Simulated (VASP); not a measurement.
# TePt: single point with LDA

TePt:

```xyz
4
Lattice="3.9824 0.0000 0.0000 -1.9912 3.4489 0.0000 0.0000 0.0000 5.8033" Properties=species:S:1:pos:R:3 pbc="T T T"
Te    0.0000    2.2993    1.4508
Te    1.9912    1.1496    4.3525
Pt    0.0000    0.0000    0.0000
Pt    0.0000    0.0000    2.9016
```

This cell differs from its parent crystal: ratio of the length along z to the lengths across it x 1.1, volume and fractional coordinates fixed.

| Property | Result |
| --- | --- |
| Program | VASP 6.6.1 |
| Task | single point |
| Functional | LDA |
| Potentials or basis | VASP PAW LDA potentials, release 64 (Te, Pt) |
| Cutoff | 520 eV |
| k mesh | 15 × 15 × 10 |
| Occupations | gaussian, width 0.15 eV |
| Spin | no spin polarisation |

```yaml
Pressure: 9.0 GPa
Band_gap_on_the_k_mesh: zero (band 16 reaches 11.89 eV, above the bottom of band 17 at 10.48 eV)
```

Stress tensor (GPa, compression positive):
```
11.95  0.00  0.00
 0.00 11.95  0.00
 0.00  0.00  2.99
```

Levels at points of the mesh, in eV from the Fermi level:
| k point | band 14 | band 15 | band 16 | band 17 | band 18 | band 19 |
| --- | --- | --- | --- | --- | --- | --- |
| (0.00, 0.00, 0.00) | -1.53 | -0.28 | -0.21 | 1.96 | 2.39 | 2.70 |
| (0.00, 0.00, 0.50) | -2.69 | 1.09 | 1.09 | 1.09 | 1.09 | 4.33 |

It took 5.1 min on 1 thread of Intel Xeon 6975P-C, with other jobs on the host, peak memory 0.38 GiB.

Caveat: spin-orbit coupling is left out, which moves the levels of the heavy elements.
